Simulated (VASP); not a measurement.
Write the native input for VASP 6.6.1 that does the following.

```
Task                   : single point
Functional             : PBE
Potentials or basis    : VASP PAW PBE potentials, release 64 (Si, C)
Cutoff                 : 520 eV
k mesh                 : 12 × 12 × 4
Occupations            : gaussian, width 0.05 eV
Spin                   : no spin polarisation
Dipole correction      : no
Further INCAR settings : ALGO = Normal; EDIFF = 1e-07; NBANDS = 26
```

The structure of SiC lies in POSCAR:

```
SiC
1.0
    3.2385000000      0.0000000000      0.0000000000
   -1.6192500000      2.8046232702      0.0000000000
    0.0000000000      0.0000000000     10.3993000000
Si C
4 4
Direct
    0.6666666667      0.3333333333      0.9378436843
    0.3333333333      0.6666666667      0.4378436843
    0.0000000000      0.0000000000      0.6878989045
    0.0000000000      0.0000000000      0.1878989045
    0.6666666667      0.3333333333      0.7498087506
    0.3333333333      0.6666666667      0.2498087506
    0.0000000000      0.0000000000      0.5004476606
    0.0000000000      0.0000000000      0.0004476606
```

One way to write it, as run:

INCAR

```
PREC     = Accurate       # precision mode
ENCUT    = 520            # plane-wave cutoff, eV
EDIFF    = 1E-7           # SCF threshold, eV
ISMEAR   = 0              # smearing method
SIGMA    = 0.05           # smearing width, eV
LREAL    = F              # projectors in reciprocal space
LASPH    = T              # aspherical terms in the spheres
NELM     = 60             # most SCF steps
ALGO     = Normal         # electronic algorithm
ISIF     = 2              # what is computed and relaxed
LWAVE    = F              # write WAVECAR
LCHARG   = T              # write CHGCAR
GGA      = PE             # functional
LELF     = T              # ELF
LVHAR    = T            
NBANDS   = 26             # bands
```

KPOINTS

```
regular mesh
0
Gamma
  12 12 4
```

Potentials or basis: VASP PAW PBE potentials, release 64 (Si, C).

Command:

```console
$ cat potpaw_PBE.64/Si/POTCAR potpaw_PBE.64/C/POTCAR > POTCAR
$ mpirun -np 1 vasp_std > vasp.out
```

It gave:

| Item | Value |
| --- | --- |
| Pressure | -19.7 GPa |
| Largest force | 0.093 eV/Å |
| Band gap on the k mesh | 2.16 eV, indirect (least direct gap 3.20 eV) |

Run time: 50 s on 1 thread of Intel(R) Xeon(R) 6975P-C (Granite Rapids), on a shared host, peak memory 0.26 GiB.
